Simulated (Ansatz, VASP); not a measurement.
## SnO: VASP beside Ansatz

File INCAR:

```
  PREC = Accurate
  ENCUT = 520
  EDIFF = 1E-6
  ISMEAR = -1
  SIGMA = 0.02
  LREAL = False
  LASPH = True
  NELM = 100
  ALGO = Normal
  ISIF = 2
  LWAVE = False
  LCHARG = True
  GGA = PE
  LELF = True
  LVHAR = True
  NBANDS = 17
```

KPOINTS

```
Automatic mesh
0
Gamma
  8 8 8
```

POSCAR

```
SnO
1.0
    3.2747148374      0.0000000000      0.0000000000
    0.0000000000      3.2747148374      0.0000000000
    0.0000000000      0.0000000000      3.0105895988
Sn O
1 1
Direct
    0.0000000000      0.0000000000      0.0000000000
    0.5000000000      0.5000000000      0.5000000000
```

Input for Ansatz:

```yaml
crystal:
  lattice:
    - [3.2747148374, 0.0, 0.0]
    - [0.0, 3.2747148374, 0.0]
    - [0.0, 0.0, 3.0105895988]
  atoms:
    - { symbol: Sn, position: [0.0, 0.0, 0.0] }
    - { symbol: O, position: [0.5, 0.5, 0.5] }
kpoints:
  mp_grid: { grid: [8, 8, 8] }
  band_path:
    path:
      - [0.0, 0.0, 0.0]
      - [0.0, 0.5, 0.0]
      - [0.5, 0.5, 0.0]
      - [0.5, 0.5, 0.5]
      - [0.0, 0.125, -0.5]
    npoints: 1
hamiltonian:
  xc: pbe
scf:
  occupations: { method: fermi_dirac, width: 0.02 }
  n_extra_bands: 4
output:
  forces: true
  stress: true
  eigenvalues: true
```

Change from the starting cell: epitaxial_xy strain +5.5%.

Alike in both runs: task single point; functional PBE; k mesh 8 × 8 × 8; occupations fermi-dirac, width 0.02 eV; no spin polarisation.

|  | VASP | Ansatz |
| --- | --- | --- |
| version | VASP 6.6.1 | Ansatz 0.2.0 |
| potentials or method | VASP PAW PBE potentials, release 64 (Sn_d, O) | plane waves, PAW |
| plane-wave cutoff (eV) | 520 | 420 |
| valence electrons in the cell | 20 | 20 |

```tsv
	VASP	Ansatz	Ansatz less VASP
pressure (GPa)	-4.3	-4.2	+0.09
traceless stress, the component that is largest in VASP (GPa)	7.77	7.77	0.000
```
